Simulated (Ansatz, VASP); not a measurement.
# WC in VASP and in Ansatz

```xyz
2
Lattice="2.9005 0.0000 0.0000 -1.4503 2.5119 0.0000 0.0000 0.0000 2.8290" Properties=species:S:1:pos:R:3 pbc="T T T"
W     0.0000    0.0000    0.0000
C     1.1503    0.8373    1.2645
```

Alike in both runs: task single point; functional PBEsol; k mesh 18 × 18 × 16; occupations gaussian, width 0.15 eV; no spin polarisation.

|  | VASP | Ansatz |
| --- | --- | --- |
| version | VASP 6.6.1 | Ansatz 0.2.0 |
| potentials or method | VASP PAW PBE potentials, release 64 (W_sv, C), cutoff 520 eV | scalar-relativistic, plane waves, PAW |
| valence electrons in the cell | 18 | 18 |

|  | VASP | Ansatz | Ansatz less VASP |
| --- | --- | --- | --- |
| gap on the k mesh at the Fermi level (eV) | none | none | - |
| pressure (GPa) | 20.3 | 18.8 | -1.44 |
| traceless stress, the component that is largest in VASP (GPa) | 18.19 | 18.02 | -0.167 |
| rms of the force components (eV/Å) | 3.303 | 3.272 | -0.0308 |

VASP's potentials were made for PBE, not for PBEsol. Atom by atom the forces differ by 0.032 eV/Å (rms over components). A gap of «none» marks a metal or a gap that the smearing closes.

Neither program's run includes spin-orbit coupling.
